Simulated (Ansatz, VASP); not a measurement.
# Sr: VASP beside Ansatz

INCAR

```
SYSTEM = Sr
  PREC = Accurate
  ENCUT = 520
  EDIFF = 1E-6
  ISMEAR = 0
  SIGMA = 0.1
  LREAL = .FALSE.
  LASPH = .TRUE.
  NELM = 100
  ALGO = Normal
  ISIF = 2
  LWAVE = .FALSE.
  LCHARG = .TRUE.
  GGA = PE
  LELF = .TRUE.
  LVHAR = .TRUE.
  NBANDS = 17
```

Contents of KPOINTS:

```
Automatic mesh
0
G
  4 4 4
  0 0 0
```

The input POSCAR:

```
Sr
1.0
   -3.7063582770      3.7063582770      2.0208764669
    3.7063582770     -3.7063582770      2.0208764669
    3.7063582770      3.7063582770     -2.0208764669
Sr
2
Direct
    0.7500000000      0.2500000000      0.5000000000
    0.0000000000      0.0000000000      0.0000000000
```

Input for Ansatz:

```yaml
crystal:
  lattice:
    - [-3.706358277, 3.706358277, 2.0208764669]
    - [3.706358277, -3.706358277, 2.0208764669]
    - [3.706358277, 3.706358277, -2.0208764669]
  atoms:
    - { symbol: Sr, position: [0.75, 0.25, 0.5] }
    - { symbol: Sr, position: [0.0, 0.0, 0.0] }
basis:
  ecutwfc: 420
kpoints:
  mp_grid: { grid: [4, 4, 4] }
hamiltonian:
  xc: pbe
scf:
  occupations: { method: gaussian, width: 0.1 }
output:
  forces: true
  stress: true
  eigenvalues: true
```

Alike in both runs: task single point; functional PBE; k mesh 4 × 4 × 4; occupations gaussian, width 0.1 eV; no spin polarisation.

|  | VASP | Ansatz |
| --- | --- | --- |
| version | VASP 6.6.1 | Ansatz 0.2.0 |
| potentials or method | VASP PAW PBE potentials, release 64 (Sr_sv), cutoff 520 eV | scalar-relativistic, plane waves, PAW |
| valence electrons in the cell | 20 | 20 |

```tsv
	VASP	Ansatz	Ansatz less VASP
gap on the k mesh at the Fermi level (eV)	none	none	-
pressure (GPa)	0.5	0.5	+0.01
traceless stress, the component that is largest in VASP (GPa)	-0.34	-0.34	+0.001
```

A gap of «none» marks a metal or a gap that the smearing closes.

The k mesh is coarse, so the values compare programs but aren't converged.
